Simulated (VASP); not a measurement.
# BP: elastic constants with LDA

Crystal: BP.

```
P B
1.0
     0.00000    2.26900    2.26900
     2.26900    0.00000    2.26900
     2.26900    2.26900    0.00000
P B
1 1
Cartesian
  3.4035 3.4035 3.4035
  0.0000 0.0000 0.0000
```

```
Program                   : VASP 6.6.1
Task                      : elastic constants
Functional                : LDA
Potentials or basis       : VASP PAW LDA potentials, release 64 (P, B)
Cutoff                    : 600 eV
k mesh                    : 7 × 7 × 7
Occupations               : gaussian, width 0.01 eV
Spin                      : no spin polarisation
Dipole correction         : no
Ions in elastic constants : relaxed
Further INCAR settings    : ALGO = Normal; EDIFF = 1e-08; IBRION = 6; POTIM = 0.015; NSW = 1; ISIF = 3
```

```
Elastic constants C11, C12, C44                         : 338, 72, 183 GPa
Voigt bulk modulus                                      : 161 GPa
Highest phonon frequency at Γ, LO-TO splitting left out : 794 cm⁻¹
```

Phonon frequencies in cm⁻¹ (negative: imaginary):
```
              q point        frequencies
(0.000, 0.000, 0.000)  0 0 0 794 794 794
```

Elastic tensor in Voigt notation (GPa, in the Cartesian axes of the cell as first typed):
```
338  72  72   0   0   0
 72 338  72   0   0   0
 72  72 338   0   0   0
  0   0   0 183   0   0
  0   0   0   0 183   0
  0   0   0   0   0 183
```

Clamped-ion elastic tensor (GPa):
```
338  72  72   0   0   0
 72 338  72   0   0   0
 72  72 338   0   0   0
  0   0   0 200   0   0
  0   0   0   0 200   0
  0   0   0   0   0 200
```

Run time: 2.9 min on 1 thread of Intel(R) Xeon(R) 6975P-C (Granite Rapids), on a shared host, peak memory 0.17 GiB.

Caveat: the cell is under stress, which shifts elastic constants.
